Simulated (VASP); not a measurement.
# Hg (Fd-3m) in VASP: notebook

The runs below take Hg through single point, with PBE.

Everything below comes from runs of VASP 6.6.1. Logs are shortened: lines on timing, memory, paths and dates and some standing lists are left out, and cuts for length are marked.

## 1. The cell of the first run

Symmetry: Fd-3m, No. 227, cubic system. Conventional cell: a = 5.879 Å, b = 5.879 Å, c = 5.879 Å, α = 90.00°, β = 90.00°, γ = 90.00°. Within 3.4 Å of Hg (site symmetry -43m) lie 4 Hg at 2.55 Å.

## 2. Single point, PBE (25.40 Å³/atom)

Contents of INCAR:

```
SYSTEM = Hg
PREC = Accurate
ENCUT = 520
EDIFF = 1E-7
ISMEAR = -1
SIGMA = 0.05
LREAL = .False.
LASPH = .True.
NELM = 100
ALGO = Normal
ISIF = 2
LWAVE = .False.
LCHARG = .False.
GGA = PE
NBANDS = 19
```

Contents of KPOINTS:

```
Automatic mesh
0
Gamma
  11 11 11
  0 0 0
```

Contents of POSCAR:

```
Hg
1.0
    0.0000000000      2.9396288993      2.9396288993
    2.9396288993      0.0000000000      2.9396288993
    2.9396288993      2.9396288993      0.0000000000
Hg
2
Direct
   -0.1250000000     -0.1250000000     -0.1250000000
    0.1250000000      0.1250000000      0.1250000000
```

Potentials or basis: VASP PAW PBE potentials, release 64 (Hg).

Run with:

```sh
cat potpaw_PBE.64/Hg/POTCAR > POTCAR
mpirun -np 1 vasp_std > vasp.out
```

OUTCAR:

```text
SYSTEM = Hg
   PREC = Accurate
   ENCUT = 520
   EDIFF = 1E-7
   ISMEAR = -1
   LREAL = .False.
   LASPH = .True.
   NELM = 100
   ISIF = 2
   GGA = PE

 ion  position               nearest neighbor table
   1  0.875  0.875  0.875-   2 2.55   2 2.55   2 2.55   2 2.55
   2  0.125  0.125  0.125-   1 2.55   1 2.55   1 2.55   1 2.55

  LATTYP: Found a face centered cubic cell.
 ALAT       =     5.8792577986

  Lattice vectors:

 A1 = (   0.0000000000,   2.9396288993,   2.9396288993)
 A2 = (   2.9396288993,   0.0000000000,   2.9396288993)
 A3 = (   2.9396288993,   2.9396288993,   0.0000000000)

Analysis of symmetry for initial positions (statically):
=====================================================================
 Subroutine PRICEL returns:
 Original cell was already a primitive cell.

 Routine SETGRP: Setting up the symmetry group for a
 face centered cubic supercell.

 Subroutine GETGRP returns: Found 48 space group operations
 (whereof 12 operations were pure point group operations)
 out of a pool of 48 trial point group operations.

The static configuration has the point symmetry D_3d.
 The point group associated with its full space group is O_h .

Analysis of symmetry for dynamics (positions and initial velocities):
=====================================================================
 Subroutine PRICEL returns:
 Original cell was already a primitive cell.

 Routine SETGRP: Setting up the symmetry group for a
 face centered cubic supercell.

 Subroutine GETGRP returns: Found 48 space group operations
 (whereof 12 operations were pure point group operations)
 out of a pool of 48 trial point group operations.

The dynamic configuration has the point symmetry D_3d.
 The point group associated with its full space group is O_h .

 Subroutine INISYM returns: Found 48 space group operations
 (whereof 12 operations are pure point group operations),
 and found     1 'primitive' translations

----------------------------------------------------------------------------------------

                                     Primitive cell

  volume of cell :      50.8051

  direct lattice vectors                    reciprocal lattice vectors
     0.000000000  2.939628899  2.939628899    -0.170089497  0.170089497  0.170089497
     2.939628899  0.000000000  2.939628899     0.170089497 -0.170089497  0.170089497
     2.939628899  2.939628899  0.000000000     0.170089497  0.170089497 -0.170089497

  length of vectors
     4.157263058  4.157263058  4.157263058     0.294603650  0.294603650  0.294603650

  position of ions in fractional coordinates (direct lattice)
     0.875000000  0.875000000  0.875000000
     0.125000000  0.125000000  0.125000000

  ion indices of the primitive-cell ions
   primitive index   ion index
                 1           1
                 2           2

----------------------------------------------------------------------------------------

 KPOINTS: Automatic mesh

Automatic generation of k-mesh.
 Grid dimensions read from file:
 generate k-points for:   11   11   11

 Generating k-lattice:

  Cartesian coordinates                     Fractional coordinates (reciprocal lattice)
    -0.015462682  0.015462682  0.015462682     0.090909091  0.000000000  0.000000000
     0.015462682 -0.015462682  0.015462682     0.000000000  0.090909091  0.000000000
     0.015462682  0.015462682 -0.015462682     0.000000000  0.000000000  0.090909091

  Length of vectors
     0.026782150  0.026782150  0.026782150

  Shift w.r.t. Gamma in fractional coordinates (k-lattice)
     0.000000000  0.000000000  0.000000000

 Subroutine IBZKPT returns following result:
 ===========================================

 Found     56 irreducible k-points:

 Following reciprocal coordinates:
            Coordinates               Weight
  0.000000  0.000000  0.000000      1.000000
  0.090909  0.000000  0.000000      8.000000
  0.181818  0.000000  0.000000      8.000000
  0.272727  0.000000  0.000000      8.000000
  0.363636  0.000000  0.000000      8.000000
  0.454545  0.000000  0.000000      8.000000
[... 16 lines left out ...]
 -0.272727  0.181818  0.000000     24.000000
 -0.181818  0.181818  0.000000     12.000000
 [... further k-points ...]
   k-points           NKPTS =     56   k-points in BZ     NKDIM =     56   number of bands    NBANDS=     19
   number of dos      NEDOS =    301   number of ions     NIONS =      2
   total plane-waves  NPLWV =  32768
   dimension x,y,z NGX =    32 NGY =   32 NGZ =   32
   dimension x,y,z NGXF=    64 NGYF=   64 NGZF=   64
   ions per type =               2
   NGX,Y,Z   is equivalent  to a cutoff of  12.80, 12.80, 12.80 a.u.
   NGXF,Y,Z  is equivalent  to a cutoff of  25.59, 25.59, 25.59 a.u.
 SYSTEM =  Hg
   PREC   = accura    normal or accurate (medium, high low for compatibility)
   ISTART =      0    job   : 0-new  1-cont  2-samecut
   ICHARG =      2    charge: 1-file 2-atom 10-const
   ISPIN  =      1    spin polarized calculation?
   LNONCOLLINEAR =      F non collinear calculations
   LSORBIT =      F    spin-orbit coupling
   LASPH  =      T    aspherical Exc in radial PAW
   ENCUT  =  520.0 eV  38.22 Ry    6.18 a.u.   7.73  7.73  7.73*2*pi/ulx,y,z
   NELM   =    100;   NELMIN=  2; NELMDL= -5     # of ELM steps
   EDIFF  = 0.1E-06   stopping-criterion for ELM
   LREAL  =      F    real-space projection
   EDIFFG = 0.1E-05   stopping-criterion for IOM
   NSW    =      0    number of steps for IOM
   IBRION =     -1    ionic relax: 0-MD 1-quasi-New 2-CG
   NFREE  =      0    steps in history (QN), initial steepest desc. (CG)
   ISIF   =      2    stress and relaxation
   ISYM   =      2    0-nonsym 1-usesym 2-fastsym
   POTIM  = 0.5000    time-step for ionic-motion
   TEBEG  =    0.0;   TEEND  =   0.0 temperature during run
   PSTRESS=    0.0 pullay stress
   NELECT =      24.0000    total number of electrons
   NUPDOWN=      -1.0000    fix difference up-down
   EMIN   =  10.00;   EMAX   =-10.00  energy-range for DOS
   EFERMI =   0.00;   METHOD = LEGACY
   ISMEAR =    -1;   SIGMA  =   0.05  broadening in eV -4-tet -1-fermi 0-gaus
   EFERMI_NEDOS =   21; number of points for ismear=-14 and -15
   IALGO  =     38    algorithm
   IMIX   =      4    mixing-type and parameters
     AMIX     =   0.40;   BMIX     =  1.00
     AMIX_MAG =   1.60;   BMIX_MAG =  1.00
  volume/ion in A,a.u.               =      25.40       171.42
  Fermi-wavevector in a.u.,A,eV,Ry     =   1.274998  2.409396 22.117891  1.625619
  Thomas-Fermi vector in A             =   2.407735
   LORBIT       =      0    0 simple, 1 ext, 2 COOP (PROOUT), +10 PAW based schemes
   GGA     = PE    functional components
   LHFCALC =     F    Hartree Fock is set to
   AEXX    =    0.0000 exact exchange contribution
   IVDW    =     0    specifies the selected vdW correction
   LEPSILON=     F    determine dielectric tensor
   LRPA    =     F    only Hartree local field effects (RPA)
 non-spin polarized calculation
  energy-cutoff  :      520.00
  volume of cell :       50.81
 maximum number of plane-waves:      1387
   NGX = 15   NGY = 15   NGZ = 15

 number of electron      23.9999999 magnetization

 Free energy of the ion-electron system (eV)
  ---------------------------------------------------
  ext. energy  EPLUGINS =         0.00000000
  ---------------------------------------------------
  free energy    TOTEN  =         1.41664245 eV

  energy without entropy =        1.42027707  energy(sigma->0) =        1.41845976

 E-fermi :   2.7284     XC(G=0): -10.1538

 val. band max:        2.6736801509   @ k =  -0.2727   0.2727   0.0000
 cond. band min:       2.8612674350   @ k =  -0.4545   0.2727   0.0000
 fundamental gap:      0.1875872841
 Fermi energy:         2.7284007840

 k-point     1 :       0.0000    0.0000    0.0000
  band No.  band energies     occupation
      1      -6.9840      2.00000
      2      -6.2986      2.00000
      3      -6.2986      2.00000
      4      -6.2986      2.00000
      5      -6.2485      2.00000
      6      -6.2485      2.00000
[... 11 lines left out ...]
     18      10.9181      0.00000
     19      10.9181      0.00000

 k-point     2 :       0.0909    0.0000    0.0000
  band No.  band energies     occupation
      1      -6.8908      2.00000
      2      -6.4013      2.00000
      3      -6.4013      2.00000
      4      -6.3025      2.00000
      5      -6.1188      2.00000
      6      -6.1188      2.00000
[... 11 lines left out ...]
     18      11.4829      0.00000
     19      12.6642      0.00000

 k-point     3 :       0.1818    0.0000    0.0000
  band No.  band energies     occupation
      1      -6.6483      2.00000
      2      -6.4768      2.00000
      3      -6.4768      2.00000
      4      -6.3084      2.00000
      5      -5.9802      2.00000
      6      -5.9802      2.00000
[... 11 lines left out ...]
     18      12.1150      0.00000
     19      12.2764      0.00000

 k-point     4 :       0.2727    0.0000    0.0000
  band No.  band energies     occupation
      1      -6.4984      2.00000
      2      -6.4984      2.00000
      3      -6.4088      2.00000
      4      -6.2709      2.00000
      5      -5.9014      2.00000
      6      -5.9014      2.00000
[... 11 lines left out ...]
     18      12.1917      0.00000
     19      13.4569      0.00000

 k-point     5 :       0.3636    0.0000    0.0000
  band No.  band energies     occupation
      1      -6.4764      2.00000
      2      -6.4764      2.00000
      3      -6.3649      2.00000
      4      -6.1342      2.00000
      5      -5.9005      2.00000
      6      -5.9005      2.00000
[... 11 lines left out ...]
     18      12.0340      0.00000
     19      15.2026      0.00000

 k-point     6 :       0.4545    0.0000    0.0000
  band No.  band energies     occupation
      1      -6.4431      2.00000
      2      -6.4431      2.00000
      3      -6.3606      2.00000
      4      -6.0751      2.00000
      5      -5.9333      2.00000
      6      -5.9333      2.00000
[... 11 lines left out ...]
     18      11.9198      0.00000
     19      16.6099      0.00000

 k-point     7 :       0.0909    0.0909    0.0000
  band No.  band energies     occupation
      1      -6.8586      2.00000
      2      -6.4835      2.00000
      3      -6.3103      2.00000
      4      -6.3103      2.00000
      5      -6.1951      2.00000
      6      -6.0230      2.00000
[... 11 lines left out ...]
     18      12.3661      0.00000
     19      12.3661      0.00000

 k-point     8 :       0.1818    0.0909    0.0000
  band No.  band energies     occupation
      1      -6.6621      2.00000
      2      -6.5614      2.00000
      3      -6.3684      2.00000
      4      -6.3217      2.00000
      5      -6.0786      2.00000
      6      -5.8834      2.00000
[... 256 lines left out ...]
 k-point    20 :       0.4545    0.1818    0.0000
  band No.  band energies     occupation
      1      -6.6808      2.00000
      2      -6.4404      2.00000
      3      -6.3604      2.00000
      4      -6.0066      2.00000
      5      -5.7388      2.00000
      6      -5.5952      2.00000
[... 11 lines left out ...]
     18      13.8202      0.00000
     19      14.6347      0.00000

 k-point    21 :      -0.4545    0.1818    0.0000
  band No.  band energies     occupation
      1      -6.6761      2.00000
      2      -6.5004      2.00000
      3      -6.2859      2.00000
      4      -5.9769      2.00000
      5      -5.7214      2.00000
      6      -5.6469      2.00000
[... 11 lines left out ...]
     18      14.1985      0.00000
     19      14.9562      0.00000

 k-point    22 :      -0.3636    0.1818    0.0000
  band No.  band energies     occupation
      1      -6.6423      2.00000
      2      -6.5687      2.00000
      3      -6.2132      2.00000
      4      -5.9874      2.00000
      5      -5.8613      2.00000
      6      -5.5597      2.00000
[... 11 lines left out ...]
     18      14.8161      0.00000
     19      15.1155      0.00000

 k-point    23 :      -0.2727    0.1818    0.0000
  band No.  band energies     occupation
      1      -6.6178      2.00000
      2      -6.5706      2.00000
      3      -6.2162      2.00000
      4      -6.0569      2.00000
      5      -5.9510      2.00000
      6      -5.5435      2.00000
[... 11 lines left out ...]
     18      13.1421      0.00000
     19      14.3681      0.00000

 k-point    24 :      -0.1818    0.1818    0.0000
  band No.  band energies     occupation
      1      -6.6237      2.00000
      2      -6.4808      2.00000
      3      -6.2911      2.00000
      4      -6.2279      2.00000
      5      -5.9807      2.00000
      6      -5.6481      2.00000
[... 11 lines left out ...]
     18      12.2337      0.00000
     19      13.6672      0.00000

 [... further k-points ...]

------------------------ aborting loop because EDIFF is reached ----------------------------------------

  FORCE on cell =-STRESS in cart. coord.  units (eV):
  Direction    XX          YY          ZZ          XY          YZ          ZX
  --------------------------------------------------------------------------------------
  -------------------------------------------------------------------------------------
  Total        8.6457291      8.6457291      8.6457291      0.0000000      0.0000000      0.0000000
  in kB      272.6494880    272.6494880    272.6494880      0.0000000      0.0000000      0.0000000
  external PRESSURE =     272.6494880 kB  Pullay stress =       0.0000000 kB

 VOLUME and BASIS-vectors are now :
 -----------------------------------------------------------------------------
  energy-cutoff  :      520.00
  volume of cell :       50.81
      direct lattice vectors                 reciprocal lattice vectors
     0.000000000  2.939628899  2.939628899    -0.170089497  0.170089497  0.170089497
     2.939628899  0.000000000  2.939628899     0.170089497 -0.170089497  0.170089497
     2.939628899  2.939628899  0.000000000     0.170089497  0.170089497 -0.170089497

 POSITION                                       TOTAL-FORCE (eV/Angst)
 -----------------------------------------------------------------------------------
      5.14435      5.14435      5.14435        -0.000000     -0.000000     -0.000000
      0.73491      0.73491      0.73491         0.000000      0.000000      0.000000
 -----------------------------------------------------------------------------------
    total drift:                                0.000000      0.000000     -0.000000

  FREE ENERGIE OF THE ION-ELECTRON SYSTEM (eV)
  ---------------------------------------------------
  free  energy   TOTEN  =         1.4166424524 eV

  energy  without entropy=        1.4202770698  energy(sigma->0) =        1.41845976
```

Wall time 24 s (1 thread of AMD EPYC 9R45 (Zen 5), shared host); peak memory 0.17 GiB.

What came out:

- Free energy: 1.4166 eV
- Pressure: 27.3 GPa
- Band gap on the k mesh: zero (bands 12 and 13 overlap by 7.09 eV)

Caveat: the cell stands under pressure; spin-orbit coupling is left out, which moves the levels of the heavy elements.

## 3. Single point, PBE (25.40 Å³/atom)

Contents of INCAR:

```
PREC = Accurate
ENCUT = 520
EDIFF = 1E-6
ISMEAR = -1
SIGMA = 0.05
LREAL = F
LASPH = T
NELM = 60
ALGO = Normal
ISIF = 2
LWAVE = F
LCHARG = T
GGA = PE
LELF = T
LVHAR = T
NBANDS = 19
```

Contents of KPOINTS:

```
regular mesh
0
Gamma
  11 11 11
```

POSCAR is that of step 2.

Potentials or basis: VASP PAW PBE potentials, release 64 (Hg).

Run with:

```sh
cat potpaw_PBE.64/Hg/POTCAR > POTCAR
mpirun -np 1 vasp_std > vasp.out
```

OUTCAR:

```text
PREC = Accurate
   ENCUT = 520
   EDIFF = 1E-6
   ISMEAR = -1
   LREAL = F
   LASPH = T
   NELM = 60
   ISIF = 2
   GGA = PE

 ion  position               nearest neighbor table
   1  0.875  0.875  0.875-   2 2.55   2 2.55   2 2.55   2 2.55
   2  0.125  0.125  0.125-   1 2.55   1 2.55   1 2.55   1 2.55

  LATTYP: Found a face centered cubic cell.
 ALAT       =     5.8792577986

  Lattice vectors:

[... 712 lines left out ...]
     19      13.6672      0.00000

 [... further k-points ...]

------------------------ aborting loop because EDIFF is reached ----------------------------------------

  FORCE on cell =-STRESS in cart. coord.  units (eV):
  Direction    XX          YY          ZZ          XY          YZ          ZX
  --------------------------------------------------------------------------------------
  -------------------------------------------------------------------------------------
  Total        8.6469872      8.6469872      8.6469872     -0.0000000     -0.0000000     -0.0000000
  in kB      272.6891626    272.6891626    272.6891626     -0.0000000     -0.0000000     -0.0000000
  external PRESSURE =     272.6891626 kB  Pullay stress =       0.0000000 kB

 VOLUME and BASIS-vectors are now :
 -----------------------------------------------------------------------------
  energy-cutoff  :      520.00
  volume of cell :       50.81
      direct lattice vectors                 reciprocal lattice vectors
     0.000000000  2.939628899  2.939628899    -0.170089497  0.170089497  0.170089497
     2.939628899  0.000000000  2.939628899     0.170089497 -0.170089497  0.170089497
     2.939628899  2.939628899  0.000000000     0.170089497  0.170089497 -0.170089497

 POSITION                                       TOTAL-FORCE (eV/Angst)
 -----------------------------------------------------------------------------------
      5.14435      5.14435      5.14435         0.000000      0.000000      0.000000
      0.73491      0.73491      0.73491        -0.000000     -0.000000     -0.000000
 -----------------------------------------------------------------------------------
    total drift:                                0.000000      0.000000     -0.000000

  FREE ENERGIE OF THE ION-ELECTRON SYSTEM (eV)
  ---------------------------------------------------
  free  energy   TOTEN  =         1.4166423903 eV

  energy  without entropy=        1.4202771139  energy(sigma->0) =        1.41845975
```

OSZICAR:

```text
N       E                     dE             d eps       ncg     rms          rms(c)
DAV:   1     0.179966973042E+03    0.17997E+03   -0.12424E+04  2128   0.121E+03
DAV:   2     0.523290152749E+01   -0.17473E+03   -0.16805E+03  2211   0.316E+02
DAV:   3     0.127041149967E+01   -0.39625E+01   -0.39533E+01  2548   0.530E+01
DAV:   4     0.126254785095E+01   -0.78636E-02   -0.78628E-02  2321   0.232E+00
DAV:   5     0.126252725185E+01   -0.20599E-04   -0.20599E-04  2364   0.107E-01    0.122E+01
DAV:   6     0.138999172750E+01    0.12746E+00   -0.21590E-01  2470   0.488E+00    0.809E+00
DAV:   7     0.141478820913E+01    0.24796E-01   -0.68866E-02  2408   0.227E+00    0.147E+00
DAV:   8     0.141677070062E+01    0.19825E-02   -0.12222E-02  2313   0.131E+00    0.152E-01
DAV:   9     0.141669479297E+01   -0.75908E-04   -0.58267E-05  2386   0.661E-02    0.361E-02
DAV:  10     0.141664305364E+01   -0.51739E-04   -0.55524E-05  2327   0.485E-02    0.208E-02
DAV:  11     0.141664170402E+01   -0.13496E-05   -0.33680E-06  2403   0.196E-02    0.746E-03
DAV:  12     0.141664239030E+01    0.68628E-06   -0.66184E-07  1295   0.819E-03
   1 F= 0.14166424E+01 E0= 0.14184598E+01  d E =-.363472E-02
```

It took 26 s on 1 thread of AMD EPYC 9R45 (Zen 5), shared host; peak memory 0.17 GiB.

Results:

| Item | Value |
| --- | --- |
| Free energy | 1.4166 eV |
| Pressure | 27.3 GPa |
| Band gap on the k mesh | zero (bands 12 and 13 overlap by 7.09 eV) |

Levels at points of the mesh, in eV from the Fermi level:
```tsv
k point	band 10	band 11	band 12	band 13	band 14	band 15
(0.00, 0.00, 0.00)	-6.17	-6.17	6.32	7.05	7.05	7.05
```

Caveat: the cell stands under pressure; spin-orbit coupling is left out, which moves the levels of the heavy elements.

[end of part 1 of 2]
